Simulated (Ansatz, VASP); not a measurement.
**One calculation of Si, two programs**

Contents of POSCAR:

```
Si
1.0
    2.6655775094      0.0000000000      0.0000000000
   -1.3327887547      2.3084578389      0.0000000000
    0.0000000000      0.0000000000      4.5062692700
Si
2
Direct
    0.3820671668      0.7641343337      0.2500000000
    0.6666666667      0.3333333333      0.7500000000
```

Contents of INCAR.step1:

```
PREC = Accurate
ENCUT = 520
ISMEAR = 0
SIGMA = 0.15
LREAL = False
LASPH = True
NELM = 100
NBANDS = 11
GGA = PE
ALGO = Normal
EDIFF = 1E-4
LWAVE = True
LCHARG = False
```

File INCAR.step2:

```
PREC = Accurate
ENCUT = 520
EDIFF = 1E-7
ISMEAR = 0
SIGMA = 0.15
LREAL = False
LASPH = True
NELM = 100
ALGO = Normal
ISIF = 2
LWAVE = False
LCHARG = True
METAGGA = R2SCAN
LMIXTAU = True
LELF = True
LVHAR = True
NBANDS = 11
ISTART = 1
```

Contents of KPOINTS:

```
Automatic mesh
0
Gamma
  24 24 10
```

Input for Ansatz:

```yaml
crystal:
  lattice:
    - [2.6655775094, 0.0, 0.0]
    - [-1.3327887547, 2.3084578389, 0.0]
    - [0.0, 0.0, 4.50626927]
  atoms:
    - { symbol: Si, position: [0.3820671668, 0.7641343337, 0.25] }
    - { symbol: Si, position: [0.6666666667, 0.3333333333, 0.75] }
basis:
  ecutwfc: 500
kpoints:
  mp_grid: { grid: [24, 24, 10] }
hamiltonian:
  xc: r2scan
scf:
  occupations: { method: gaussian, width: 0.15 }
output:
  forces: true
  stress: true
  eigenvalues: true
  write_density: true
  write_potential: true
  elf: true
  volumetric_format: npy
```

Alike in both runs: task single point; functional r2SCAN; k mesh 24 × 24 × 10; occupations gaussian, width 0.15 eV; no spin polarisation.

|  | VASP | Ansatz |
| --- | --- | --- |
| version | VASP 6.6.1 | Ansatz 0.2.0 |
| potentials or method | VASP PAW PBE potentials, release 64 (Si), cutoff 520 eV | scalar-relativistic, plane waves, PAW |
| valence electrons in the cell | 8 | 8 |

```tsv
	VASP	Ansatz	Ansatz less VASP
gap on the k mesh at the Fermi level (eV)	none	none	-
pressure (GPa)	-0.4	-0.4	-0.05
traceless stress, the component that is largest in VASP (GPa)	1.66	1.65	-0.010
rms of the force components (eV/Å)	0.094	0.092	-0.0027
```

VASP's potentials were made for PBE, not for r2SCAN. Atom by atom the forces differ by 0.003 eV/Å (rms over components). A gap of «none» marks a metal or a gap that the smearing closes.
